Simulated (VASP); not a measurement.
# Zn in VASP: further runs

The runs below take Zn through single point, with PBEsol.

All numbers are computed with VASP 6.6.1; they aren't measurements. Logs are shortened: lines on timing, memory, paths and dates and some standing lists are left out, and cuts for length are marked.

## (1) The cell of the first run

The cell holds a slab with vacuum, 4 atoms: a = 2.590 Å, b = 2.590 Å, c = 29.118 Å, α = 90.00°, β = 90.00°, γ = 120.00°.

## (2) Single point, PBEsol

The input, INCAR:

```
  ALGO = Normal
  DIPOL = 0.5 0.5 0.500
  EDIFF = 1E-7
  ENCUT = 520
  GGA = PS
  IDIPOL = 3
  ISIF = 2
  ISMEAR = -1
  LASPH = True
  LCHARG = False
  LDIPOL = True
  LREAL = False
  LWAVE = False
  NBANDS = 32
  NELM = 60
  PREC = Accurate
  SIGMA = 0.1
```

The input, KPOINTS:

```
k-points
0
Gamma
  16 16 1
```

The input, POSCAR:

```
Zn
1.0
    2.5896975869      0.0000000000      0.0000000000
   -1.2948487935      2.2427438984      0.0000000000
    0.0000000000      0.0000000000     29.1183000000
Zn
4
Direct
    0.8333333333      0.1666666667      0.3777686619
    0.1666666667      0.8333333333      0.4602767926
    0.8333333333      0.1666666667      0.5397232084
    0.1666666667      0.8333333333      0.6222313381
```

Potentials or basis: VASP PAW PBE potentials, release 64 (Zn).

Run with:

```
$ cat potpaw_PBE.64/Zn/POTCAR > POTCAR
$ mpirun -np 1 vasp_std > vasp.out
```

OUTCAR:

```text
EDIFF = 1E-7
   ENCUT = 520
   GGA = PS
   ISIF = 2
   ISMEAR = -1
   LASPH = True
   LREAL = False
   NELM = 60
   PREC = Accurate

 ion  position               nearest neighbor table
   1  0.833  0.167  0.378-   2 2.83   2 2.83   2 2.83
   2  0.167  0.833  0.460-   3 2.75   3 2.75   3 2.75   1 2.83   1 2.83   1 2.83
   3  0.833  0.167  0.540-   2 2.75   2 2.75   2 2.75   4 2.83   4 2.83   4 2.83
   4  0.167  0.833  0.622-   3 2.83   3 2.83   3 2.83

  LATTYP: Found a hexagonal cell.
 ALAT       =     2.5896975869
 C/A-ratio  =    11.2438997307

  Lattice vectors:

 A1 = (   2.5896975869,   0.0000000000,   0.0000000000)
 A2 = (  -1.2948487935,   2.2427438984,   0.0000000000)
 A3 = (   0.0000000000,   0.0000000000,  29.1183000000)

Analysis of symmetry for initial positions (statically):
=====================================================================
 Subroutine PRICEL returns:
 Original cell was already a primitive cell.

 Routine SETGRP: Setting up the symmetry group for a
 hexagonal supercell.

 Subroutine GETGRP returns: Found 12 space group operations
 (whereof  4 operations were pure point group operations)
 out of a pool of 24 trial point group operations.

The static configuration has the point symmetry C_2h.
 The point group associated with its full space group is D_3d.

Analysis of symmetry for dynamics (positions and initial velocities):
=====================================================================
 Subroutine PRICEL returns:
 Original cell was already a primitive cell.

 Routine SETGRP: Setting up the symmetry group for a
 hexagonal supercell.

 Subroutine GETGRP returns: Found 12 space group operations
 (whereof  4 operations were pure point group operations)
 out of a pool of 24 trial point group operations.

The dynamic configuration has the point symmetry C_2h.
 The point group associated with its full space group is D_3d.

 Subroutine INISYM returns: Found 12 space group operations
 (whereof  4 operations are pure point group operations),
 and found     1 'primitive' translations

----------------------------------------------------------------------------------------

                                     Primitive cell

  volume of cell :     169.1199

  direct lattice vectors                    reciprocal lattice vectors
     2.589697587  0.000000000  0.000000000     0.386145473  0.222941193  0.000000000
    -1.294848793  2.242743898  0.000000000     0.000000000  0.445882386  0.000000000
     0.000000000  0.000000000 29.118300000     0.000000000  0.000000000  0.034342664

  length of vectors
     2.589697587  2.589697587 29.118300000     0.445882386  0.445882386  0.034342664

  position of ions in fractional coordinates (direct lattice)
     0.833333333  0.166666667  0.377768662
     0.166666667  0.833333333  0.460276793
     0.833333333  0.166666667  0.539723208
     0.166666667  0.833333333  0.622231338

  ion indices of the primitive-cell ions
   primitive index   ion index
                 1           1
                 2           2
                 3           3
                 4           4

----------------------------------------------------------------------------------------

 KPOINTS: k-points

Automatic generation of k-mesh.
 Grid dimensions read from file:
 generate k-points for:   16   16    1

 Generating k-lattice:

  Cartesian coordinates                     Fractional coordinates (reciprocal lattice)
     0.024134092  0.013933825  0.000000000     0.062500000  0.000000000  0.000000000
     0.000000000  0.027867649  0.000000000     0.000000000  0.062500000  0.000000000
     0.000000000  0.000000000  0.034342664     0.000000000  0.000000000  1.000000000

  Length of vectors
     0.027867649  0.027867649  0.034342664

  Shift w.r.t. Gamma in fractional coordinates (k-lattice)
     0.000000000  0.000000000  0.000000000

 Subroutine IBZKPT returns following result:
 ===========================================

 Found     30 irreducible k-points:

 Following reciprocal coordinates:
            Coordinates               Weight
  0.000000  0.000000  0.000000      1.000000
  0.062500  0.000000  0.000000      6.000000
  0.125000  0.000000  0.000000      6.000000
  0.187500 -0.000000  0.000000      6.000000
  0.250000  0.000000  0.000000      6.000000
  0.312500 -0.000000  0.000000      6.000000
[... 16 lines left out ...]
  0.187500  0.187500  0.000000      6.000000
  0.250000  0.187500  0.000000     12.000000
 [... further k-points ...]
   k-points           NKPTS =     30   k-points in BZ     NKDIM =     30   number of bands    NBANDS=     32
   number of dos      NEDOS =    301   number of ions     NIONS =      4
   total plane-waves  NPLWV =  89600
   dimension x,y,z NGX =    20 NGY =   20 NGZ =  224
   dimension x,y,z NGXF=    40 NGYF=   40 NGZF=  448
   ions per type =               4
   NGX,Y,Z   is equivalent  to a cutoff of  12.84, 12.84, 12.79 a.u.
   NGXF,Y,Z  is equivalent  to a cutoff of  25.68, 25.68, 25.58 a.u.
 SYSTEM =  unknown system
   PREC   = accura    normal or accurate (medium, high low for compatibility)
   ISTART =      0    job   : 0-new  1-cont  2-samecut
   ICHARG =      2    charge: 1-file 2-atom 10-const
   ISPIN  =      1    spin polarized calculation?
   LNONCOLLINEAR =      F non collinear calculations
   LSORBIT =      F    spin-orbit coupling
   LASPH  =      T    aspherical Exc in radial PAW
   ENCUT  =  520.0 eV  38.22 Ry    6.18 a.u.   4.82  4.82 54.14*2*pi/ulx,y,z
   NELM   =     60;   NELMIN=  2; NELMDL= -5     # of ELM steps
   EDIFF  = 0.1E-06   stopping-criterion for ELM
   LREAL  =      F    real-space projection
   EDIFFG = 0.1E-05   stopping-criterion for IOM
   NSW    =      0    number of steps for IOM
   IBRION =     -1    ionic relax: 0-MD 1-quasi-New 2-CG
   NFREE  =      0    steps in history (QN), initial steepest desc. (CG)
   ISIF   =      2    stress and relaxation
   ISYM   =      2    0-nonsym 1-usesym 2-fastsym
   POTIM  = 0.5000    time-step for ionic-motion
   TEBEG  =    0.0;   TEEND  =   0.0 temperature during run
   PSTRESS=    0.0 pullay stress
   NELECT =      48.0000    total number of electrons
   NUPDOWN=      -1.0000    fix difference up-down
   EMIN   =  10.00;   EMAX   =-10.00  energy-range for DOS
   EFERMI =   0.00;   METHOD = LEGACY
   ISMEAR =    -1;   SIGMA  =   0.10  broadening in eV -4-tet -1-fermi 0-gaus
   EFERMI_NEDOS =   21; number of points for ismear=-14 and -15
   IALGO  =     38    algorithm
   IMIX   =      4    mixing-type and parameters
     AMIX     =   0.40;   BMIX     =  1.00
     AMIX_MAG =   1.60;   BMIX_MAG =  1.00
  volume/ion in A,a.u.               =      42.28       285.32
  Fermi-wavevector in a.u.,A,eV,Ry     =   1.075863  2.033086 15.748489  1.157481
  Thomas-Fermi vector in A             =   2.211731
   LORBIT       =      0    0 simple, 1 ext, 2 COOP (PROOUT), +10 PAW based schemes
   GGA     = PS    functional components
   LHFCALC =     F    Hartree Fock is set to
   AEXX    =    0.0000 exact exchange contribution
   IVDW    =     0    specifies the selected vdW correction
   LEPSILON=     F    determine dielectric tensor
   LRPA    =     F    only Hartree local field effects (RPA)
 non-spin polarized calculation
  energy-cutoff  :      520.00
  volume of cell :      169.12
 maximum number of plane-waves:      4591
 NGX is ok and might be reduce to    20
   NGX =  9   NGY =  9   NGZ =109

 dipolmoment           0.000000      0.000000      0.000000 electrons x Angstroem

 number of electron      47.9999998 magnetization

 dipolmoment           0.000000      0.000000     -0.000000 electrons x Angstroem

 Free energy of the ion-electron system (eV)
  ---------------------------------------------------
  ext. energy  EPLUGINS =         0.00000000
  ---------------------------------------------------
  free energy    TOTEN  =        -6.02953161 eV

  energy without entropy =       -6.00423500  energy(sigma->0) =       -6.01688330

 E-fermi :  -1.6602     XC(G=0):  -4.5597

 val. band max:       -1.7462156786   @ k =   0.3125   0.2500   0.0000
 cond. band min:      -1.5159081726   @ k =   0.1875   0.1250   0.0000
 fundamental gap:      0.2303075060
 Fermi energy:        -1.6601838856

 k-point     1 :       0.0000    0.0000    0.0000
  band No.  band energies     occupation
      1     -12.4796      2.00000
      2     -11.4245      2.00000
      3     -10.6255      2.00000
      4     -10.5413      2.00000
      5      -9.6967      2.00000
      6      -9.5005      2.00000
[... 24 lines left out ...]
     31       3.4748      0.00000
     32       4.8689      0.00000

 k-point     2 :       0.0625    0.0000    0.0000
  band No.  band energies     occupation
      1     -12.3583      2.00000
      2     -11.3108      2.00000
      3     -10.5388      2.00000
      4     -10.4788      2.00000
      5      -9.6859      2.00000
      6      -9.5187      2.00000
[... 24 lines left out ...]
     31       3.5913      0.00000
     32       4.9869      0.00000

 k-point     3 :       0.1250    0.0000    0.0000
  band No.  band energies     occupation
      1     -12.0019      2.00000
      2     -10.9863      2.00000
      3     -10.3126      2.00000
      4     -10.3054      2.00000
      5      -9.6644      2.00000
      6      -9.5676      2.00000
[... 24 lines left out ...]
     31       3.9408      0.00000
     32       5.3396      0.00000

 k-point     4 :       0.1875   -0.0000    0.0000
  band No.  band energies     occupation
      1     -11.4438      2.00000
      2     -10.5343      2.00000
      3     -10.1179      2.00000
      4     -10.0307      2.00000
      5      -9.6524      2.00000
      6      -9.6335      2.00000
[... 24 lines left out ...]
     31       4.5217      0.00000
     32       5.9227      0.00000

 k-point     5 :       0.2500    0.0000    0.0000
  band No.  band energies     occupation
      1     -10.8070      2.00000
      2     -10.2242      2.00000
      3     -10.0169      2.00000
      4      -9.9045      2.00000
      5      -9.7349      2.00000
      6      -9.6533      2.00000
[... 584 lines left out ...]
     31       6.0372      0.00000
     32       6.7375      0.00000

 k-point    22 :       0.4375    0.1250    0.0000
  band No.  band energies     occupation
      1     -10.2313      2.00000
      2     -10.1933      2.00000
      3     -10.1014      2.00000
      4      -9.8697      2.00000
      5      -9.8351      2.00000
      6      -9.8027      2.00000
[... 24 lines left out ...]
     31       5.8853      0.00000
     32       6.8793      0.00000

 k-point    23 :       0.1875    0.1875    0.0000
  band No.  band energies     occupation
      1     -10.1025      2.00000
      2      -9.9271      2.00000
      3      -9.8713      2.00000
      4      -9.7901      2.00000
      5      -9.7739      2.00000
      6      -9.6303      2.00000
[... 24 lines left out ...]
     31       5.7246      0.00000
     32       6.2563      0.00000

 k-point    24 :       0.2500    0.1875    0.0000
  band No.  band energies     occupation
      1     -10.0222      2.00000
      2      -9.9625      2.00000
      3      -9.9193      2.00000
      4      -9.7722      2.00000
      5      -9.6895      2.00000
      6      -9.6133      2.00000
[... 24 lines left out ...]
     31       5.5569      0.00000
     32       5.9185      0.00000

 [... further k-points ...]

------------------------ aborting loop because EDIFF is reached ----------------------------------------

 vacuum level on the upper side and lower side of the slab       (xc-potential included)        -0.105        -0.105

  FORCE on cell =-STRESS in cart. coord.  units (eV):
  Direction    XX          YY          ZZ          XY          YZ          ZX
  --------------------------------------------------------------------------------------
  -------------------------------------------------------------------------------------
  Total       -0.0660485     -0.0660485      0.1133722      0.0000000      0.0000000      0.0000000
  in kB       -0.6257184     -0.6257184      1.0740447      0.0000000      0.0000000      0.0000000
  external PRESSURE =      -0.0591307 kB  Pullay stress =       0.0000000 kB

 VOLUME and BASIS-vectors are now :
 -----------------------------------------------------------------------------
  energy-cutoff  :      520.00
  volume of cell :      169.12
      direct lattice vectors                 reciprocal lattice vectors
     2.589697587  0.000000000  0.000000000     0.386145473  0.222941193  0.000000000
    -1.294848793  2.242743898  0.000000000     0.000000000  0.445882386  0.000000000
     0.000000000  0.000000000 29.118300000     0.000000000  0.000000000  0.034342664

 POSITION                                       TOTAL-FORCE (eV/Angst)
 -----------------------------------------------------------------------------------
      1.94227      0.37379     10.99998         0.000000      0.000000     -0.012476
     -0.64742      1.86895     13.40248        -0.000000      0.000000     -0.003404
      1.94227      0.37379     15.71582        -0.000000      0.000000      0.003404
     -0.64742      1.86895     18.11832         0.000000     -0.000000      0.012476
 -----------------------------------------------------------------------------------
    total drift:                               -0.000000      0.000000     -0.000023

  FREE ENERGIE OF THE ION-ELECTRON SYSTEM (eV)
  ---------------------------------------------------
  free  energy   TOTEN  =        -6.0295316077 eV

  energy  without entropy=       -6.0042350005  energy(sigma->0) =       -6.01688330

 vacuum level on the upper side and lower side of the slab         2.430         2.430
```

Run time: 3.1 min. Hardware: 1 thread of Intel Xeon Platinum 8124M at 3.00GHz (Skylake/Cascade Lake), shared host; peak memory 0.34 GiB.

What came out:

* Free energy: -6.0295 eV
* Largest force: 0.012 eV/Å
* Band gap on the k mesh: zero (band 24 reaches -0.55 eV, above the bottom of band 25 at -4.31 eV)

Forces on the atoms (eV/Å):
```
Zn   0.000  0.000 -0.012
Zn   0.000  0.000 -0.003
Zn   0.000  0.000  0.003
Zn   0.000  0.000  0.012
```

Caveat: the PAW data sets were made with another functional, which shifts forces and pressure a little.

## (3) Single point, PBEsol

The input, INCAR:

```
SYSTEM = Zn
PREC = Accurate
ENCUT = 520
EDIFF = 1E-6
ISMEAR = -1
SIGMA = 0.1
LREAL = .FALSE.
LASPH = .TRUE.
NELM = 100
ALGO = Normal
ISIF = 2
LWAVE = .FALSE.
LCHARG = .FALSE.
LDIPOL = .TRUE.
IDIPOL = 3
DIPOL = 0.5 0.5 0.500
GGA = PS
NBANDS = 32
```

The input, KPOINTS:

```
Automatic mesh
0
G
  16 16 1
  0 0 0
```

POSCAR is that of step 2.

Potentials or basis: VASP PAW PBE potentials, release 64 (Zn).

Run with:

```
$ cat potpaw_PBE.64/Zn/POTCAR > POTCAR
$ mpirun -np 1 vasp_std > vasp.out
```

It took 2.8 min on 1 thread of Intel Xeon Platinum 8124M at 3.00GHz (Skylake/Cascade Lake), shared host; peak memory 0.34 GiB.

Results (log left out):

- Free energy: -6.0295 eV
- Largest force: 0.012 eV/Å
- Band gap on the k mesh: zero (band 24 reaches -0.55 eV, above the bottom of band 25 at -4.31 eV)

Forces in eV/Å, atoms in the order of the input:
```
Zn   0.000  0.000 -0.012
Zn   0.000  0.000 -0.003
Zn   0.000  0.000  0.003
Zn   0.000  0.000  0.012
```

Levels at points of the mesh, in eV from the Fermi level:
```tsv
k point	band 20	band 21	band 22	band 23	band 24	band 25	band 26	band 27	band 28	band 29
(0.00, 0.00, 0.00)	-6.99	-6.99	-6.99	-6.94	-4.64	-2.65	0.82	3.24	4.09	4.24
(0.50, 0.00, 0.00)	-6.67	-2.84	-2.19	-1.70	-1.47	0.82	1.10	2.18	3.08	4.88
```

Caveat: the PAW data sets were made with another functional, which shifts forces and pressure a little.

## (4) Single point, PBEsol

This run uses another cell than the first one, of 33.94 Å³/atom, 0.803 times its volume.

The input, INCAR:

```
PREC = Accurate ; ENCUT = 520
EDIFF = 1E-7 ; ISMEAR = -1
SIGMA = 0.1 ; LREAL = False
LASPH = True ; NELM = 100
ALGO = Normal ; ISIF = 2
LWAVE = False ; LCHARG = True
LDIPOL = True ; IDIPOL = 3
DIPOL = 0.5 0.5 0.500 ; GGA = PS
LELF = True ; LVHAR = True
LVACPOTAV = True ; NBANDS = 32
```

The input, KPOINTS:

```
Automatic mesh
0
Gamma
  16 16 1
```

The input, POSCAR:

```
Zn
1.0
    2.5896975869      0.0000000000      0.0000000000
   -1.2948487935      2.2427438984      0.0000000000
    0.0000000000      0.0000000000     23.3765000000
Zn
4
Direct
    0.8333333330      0.1666666670      0.3422250850
    0.1666666670      0.8333333330      0.4474083619
    0.8333333330      0.1666666670      0.5525916381
    0.1666666670      0.8333333330      0.6577749150
```

Run with:

```
$ cat potpaw_PBE.64/Zn/POTCAR > POTCAR
$ mpirun -np 1 vasp_std > vasp.out
```

Run time: 8 min. Hardware: 1 thread of AMD EPYC 7R13, shared host; peak memory 0.26 GiB.

Results (log left out):

```yaml
Free_energy: -6.0070 eV
Largest_force: 0.158 eV/Å
Band_gap_on_the_k_mesh: zero (band 24 reaches 0.35 eV, above the bottom of band 25 at -3.70 eV)
```

Forces in eV/Å, atoms in the order of the input:
```
Zn   0.000  0.000  0.086
Zn   0.000  0.000  0.158
Zn   0.000  0.000 -0.158
Zn   0.000  0.000 -0.086
```

Levels at points of the mesh, in eV from the Fermi level:
| k point | band 20 | band 21 | band 22 | band 23 | band 24 | band 25 | band 26 | band 27 | band 28 | band 29 |
| --- | --- | --- | --- | --- | --- | --- | --- | --- | --- | --- |
| (0.00, 0.00, 0.00) | -7.00 | -6.99 | -6.99 | -6.89 | -4.82 | -2.73 | 0.41 | 2.98 | 4.03 | 4.25 |
| (0.50, 0.00, 0.00) | -6.68 | -2.59 | -2.00 | -1.62 | -1.41 | 0.81 | 1.12 | 1.97 | 2.91 | 4.79 |

Caveat: the PAW data sets were made with another functional, which shifts forces and pressure a little.

## (5) Single point, PBEsol

This run uses another cell than the first one, of 33.94 Å³/atom, 0.803 times its volume.

The input, INCAR:

```
SYSTEM = Zn
PREC = Accurate
ENCUT = 520
EDIFF = 1E-6
ISMEAR = -1
SIGMA = 0.1
LREAL = .False.
LASPH = .True.
NELM = 60
ALGO = Normal
ISIF = 2
LWAVE = .False.
LCHARG = .False.
LDIPOL = .True.
IDIPOL = 3
DIPOL = 0.5 0.5 0.500
GGA = PS
NBANDS = 32
```

The input, KPOINTS:

```
regular mesh
0
Gamma
  16 16 1
  0 0 0
```

The input, POSCAR:

```
Zn
1.0
    2.5896975869      0.0000000000      0.0000000000
   -1.2948487935      2.2427438984      0.0000000000
    0.0000000000      0.0000000000     23.3765000000
Zn
4
Direct
    0.8333333333      0.1666666667      0.3477458653
    0.1666666667      0.8333333333      0.4505198692
    0.8333333333      0.1666666667      0.5494801314
    0.1666666667      0.8333333333      0.6522541341
```

Run with:

```
$ cat potpaw_PBE.64/Zn/POTCAR > POTCAR
$ mpirun -np 1 vasp_std > vasp.out
```

It took 6.1 min on 1 thread of AMD EPYC 7R13, shared host; peak memory 0.27 GiB.

Results (log left out):

| Quantity | Value |
| --- | --- |
| Free energy | -6.0295 eV |
| Largest force | 0.013 eV/Å |
| Band gap on the k mesh | zero (band 24 reaches 0.07 eV, above the bottom of band 25 at -3.69 eV) |

Forces in eV/Å, atoms in the order of the input:
```
Zn   0.000  0.000 -0.013
Zn   0.000  0.000 -0.003
Zn   0.000  0.000  0.003
Zn   0.000  0.000  0.013
```

Levels at points of the mesh, in eV from the Fermi level:
| k point | band 22 | band 23 | band 24 | band 25 | band 26 | band 27 |
| --- | --- | --- | --- | --- | --- | --- |
| (0.00, 0.00, 0.00) | -6.99 | -6.94 | -4.64 | -2.65 | 0.82 | 3.23 |
| (0.50, 0.00, 0.00) | -2.19 | -1.70 | -1.47 | 0.82 | 1.10 | 2.18 |

Caveat: the PAW data sets were made with another functional, which shifts forces and pressure a little.
